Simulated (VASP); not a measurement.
Set up this calculation in VASP 6.6.1, as the native input.

```yaml
Task: electric field gradients
Functional: LDA
Potentials_or_basis: VASP PAW LDA potentials, release 64 (Hg, Te)
Cutoff: 520 eV
k_mesh: 11 × 11 × 11
Occupations: fermi-dirac, width 0.03 eV
Spin: no spin polarisation
Dipole_correction: no
Further_INCAR_settings: ALGO = Normal; EDIFF = 1e-08; NBANDS = 16
```

The structure of HgTe lies in POSCAR:

```
HgTe
1.0
    0.0000000000      3.2659193382      3.2659193382
    3.2659193382      0.0000000000      3.2659193382
    3.2659193382      3.2659193382      0.0000000000
Hg Te
1 1
Direct
    0.0000000000      0.0000000000      0.0000000000
    0.7500000000      0.7500000000      0.7500000000
```

This cell differs from its parent crystal: volume scaled by 1.04.

The input as run:

INCAR

```
PREC     = Accurate       # precision mode
ENCUT    = 520            # plane-wave cutoff, eV
EDIFF    = 1E-8           # SCF threshold, eV
ISMEAR   = -1             # smearing method
SIGMA    = 0.03           # smearing width, eV
LREAL    = False          # projectors in reciprocal space
LASPH    = True           # aspherical terms in the spheres
NELM     = 100            # most SCF steps
ALGO     = Normal         # electronic algorithm
ISIF     = 2              # what is computed and relaxed
LWAVE    = False          # write WAVECAR
LCHARG   = False          # write CHGCAR
GGA      = CA             # functional
LEFG     = True         
NBANDS   = 16             # bands
```

KPOINTS

```
Automatic mesh
0
Gamma
  11 11 11
```

Potentials or basis: VASP PAW LDA potentials, release 64 (Hg, Te).

Command:

```console
$ cat potpaw_LDA.64/Hg/POTCAR potpaw_LDA.64/Te/POTCAR > POTCAR
$ mpirun -np 1 vasp_std > vasp.out
```

Results of the run:

| Item | Value |
| --- | --- |
| Pressure | -1.7 GPa |
| Band gap on the k mesh | zero (filled and empty bands touch) |

Caveat: without QUAD_EFG the Cq values of the log hold for a quadrupole moment of 1 mb, not for the nuclei; spin-orbit coupling is left out, which moves the levels of the heavy elements.

Run time: 27 s on 1 thread of Intel(R) Xeon(R) 6975P-C (Granite Rapids), on a shared host, peak memory 0.21 GiB.
